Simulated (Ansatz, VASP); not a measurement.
## One calculation of TiC, two programs

Contents of POSCAR:

```
TiC
1.0
    0.0000000000      2.1197324588      2.1197324588
    2.1197324588      0.0000000000      2.1197324588
    2.1197324588      2.1197324588      0.0000000000
Ti C
1 1
Direct
    0.0000000000      0.0000000000      0.0000000000
    0.5000000000      0.5000000000      0.5000000000
```

Contents of INCAR.step1:

```
ALGO = Normal
EDIFF = 1E-4
ENCUT = 520
GGA = PE
ISMEAR = 0
LASPH = T
LCHARG = F
LREAL = F
LWAVE = T
NBANDS = 15
NELM = 80
PREC = Accurate
SIGMA = 0.1
```

Contents of INCAR.step2:

```
ALGO = Normal
EDIFF = 1E-6
ENCUT = 520
ISIF = 2
ISMEAR = 0
ISTART = 1
LASPH = T
LCHARG = T
LELF = T
LMIXTAU = T
LREAL = F
LVHAR = T
LWAVE = F
METAGGA = R2SCAN
NBANDS = 15
NELM = 80
PREC = Accurate
SIGMA = 0.1
```

Contents of KPOINTS:

```
k-points
0
Gamma
  16 16 16
```

Input for Ansatz:

```yaml
crystal:
  lattice:
    - [0.0, 2.1197324588, 2.1197324588]
    - [2.1197324588, 0.0, 2.1197324588]
    - [2.1197324588, 2.1197324588, 0.0]
  atoms:
    - { symbol: Ti, position: [0.0, 0.0, 0.0] }
    - { symbol: C, position: [0.5, 0.5, 0.5] }
basis:
  ecutwfc: 500
kpoints:
  mp_grid: { grid: [16, 16, 16] }
hamiltonian:
  xc: r2scan
scf:
  occupations: { method: gaussian, width: 0.1 }
output:
  forces: true
  stress: true
  eigenvalues: true
```

Alike in both runs: task single point; functional r2SCAN; k mesh 16 × 16 × 16; occupations gaussian, width 0.1 eV; no spin polarisation.

|  | VASP | Ansatz |
| --- | --- | --- |
| version | VASP 6.6.1 | Ansatz 0.2.0 |
| potentials or method | VASP PAW PBE potentials, release 64 (Ti_sv, C), cutoff 520 eV | scalar-relativistic, plane waves, PAW |
| valence electrons in the cell | 16 | 16 |

|  | VASP | Ansatz | Ansatz less VASP |
| --- | --- | --- | --- |
| gap on the k mesh at the Fermi level (eV) | none | none | - |
| pressure (GPa) | 19.4 | 18.3 | -1.08 |

VASP's potentials were made for PBE, not for r2SCAN. A gap of «none» marks a metal or a gap that the smearing closes.
